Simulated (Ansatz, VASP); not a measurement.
# GdN in VASP and in Ansatz

```
CELL_PARAMETERS angstrom
0.00000 2.49950 2.49950
2.49950 0.00000 2.49950
2.49950 2.49950 0.00000
ATOMIC_POSITIONS crystal
Gd 0.50000 0.50000 0.50000
N 0.00000 0.00000 0.00000
```

Alike in both runs: task single point; functional PBE; k mesh 7 × 7 × 7; occupations gaussian, width 0.05 eV; collinear spin; Hubbard terms Gd f U = 2.0 eV.

```csv
,VASP,Ansatz
version,VASP 6.6.1,Ansatz 0.2.0
potentials or method,"VASP PAW PBE potentials, release 64 (Gd, N), cutoff 520 eV","scalar-relativistic, plane waves, PAW"
valence electrons in the cell,23,23
```

```csv
,VASP,Ansatz,Ansatz less VASP
gap on the k mesh at the Fermi level (eV),none,none,-
pressure (GPa),-0.7,-0.7,-0.05
net moment per atom (μB),3.50,3.50,0.000
size of the moment on the site where the two differ most (μB),6.84,6.90,+0.064
```

Site moments also hang on the region over which each program counts them. The programs project onto different local orbitals, so the same U acts differently, and such runs can settle in different states. A gap of «none» marks a metal or a gap that the smearing closes. Ansatz's warnings: filled band counts differ across k points, specified occupation not kept, symmetry narrowed by occupation matrices.

Neither program's run includes spin-orbit coupling.
